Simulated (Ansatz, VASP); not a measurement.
**Li5Be in VASP and in Ansatz**

```xyz
6
Lattice="4.8519 0.0000 0.0000 -2.4259 4.2019 0.0000 0.0000 0.0000 24.9519" Properties=species:S:1:pos:R:3 pbc="T T T"
Be    0.0000    1.4006   10.0333
Li    0.0000    4.2019   11.0896
Li    2.4259    2.8012   11.9432
Li    0.0000    1.4006   13.0087
Li    0.0000    4.2019   13.8623
Li    2.4259    2.8012   14.9186
```

Alike in both runs: task single point; functional PBE; k mesh 9 × 9 × 1; occupations fermi-dirac, width 0.08 eV; no spin polarisation.

|  | VASP | Ansatz |
| --- | --- | --- |
| version | VASP 6.6.1 | Ansatz 0.2.0 |
| potentials or method | VASP PAW PBE potentials, release 64 (Be, Li_sv) | PAW with Ansatz's default frozen-core files, scalar-relativistic |
| plane-wave cutoff (eV) | 520 | 420 |
| valence electrons in the cell | 17 | 17 |

|  | VASP | Ansatz | Ansatz less VASP |
| --- | --- | --- | --- |
| rms of the force components (eV/Å) | 0.261 | 0.260 | -0.0006 |

Atom by atom the forces differ by 0.001 eV/Å (rms over components).

Noted on VASP's run: the cutoff is under 1.25 times that of the potentials, so the pressure is a little rough.
